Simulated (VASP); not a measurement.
Set up this calculation in VASP 6.6.1, as the native input.

| Quantity | Value |
| --- | --- |
| Task | single point |
| Functional | PBE |
| Potentials or basis | VASP PAW PBE potentials, release 64 (Al, Co) |
| Cutoff | 520 eV |
| k mesh | 14 × 14 × 14 |
| Occupations | gaussian, width 0.1 eV |
| Spin | no spin polarisation |
| Dipole correction | no |
| Further INCAR settings | ALGO = Normal; EDIFF = 1e-07; NBANDS = 13 |

The structure of AlCo lies in POSCAR:

```
AlCo
1.0
    2.7636420368      0.0000000000      0.0000000000
    0.0000000000      2.7636420368      0.0000000000
    0.0000000000      0.0000000000      2.7636420368
Al Co
1 1
Direct
    0.0000000000      0.0000000000      0.0000000000
    0.5000000000      0.5000000000      0.5000000000
```

The input as run:

INCAR

```
ALGO = Normal
EDIFF = 1E-7
ENCUT = 520
GGA = PE
ISIF = 2
ISMEAR = 0
LASPH = T
LCHARG = F
LREAL = F
LWAVE = F
NBANDS = 13
NELM = 60
PREC = Accurate
SIGMA = 0.1
```

KPOINTS

```
k-points
0
Gamma
  14 14 14
```

Potentials or basis: VASP PAW PBE potentials, release 64 (Al, Co).

Command:

```console
$ cat potpaw_PBE.64/Al/POTCAR potpaw_PBE.64/Co/POTCAR > POTCAR
$ mpirun -np 1 vasp_std > vasp.out
```

Results of the run:

```json
{"Pressure": "20.6 GPa", "Band gap on the k mesh": "zero (bands 6 and 7 overlap by 2.65 eV)"}
```

Caveat: the cell stands under pressure; the run has no spin polarisation, though such a crystal can be magnetic.

Run time: 69 s on 1 thread of Intel Xeon 8259CL (shared host), peak memory 0.16 GiB.
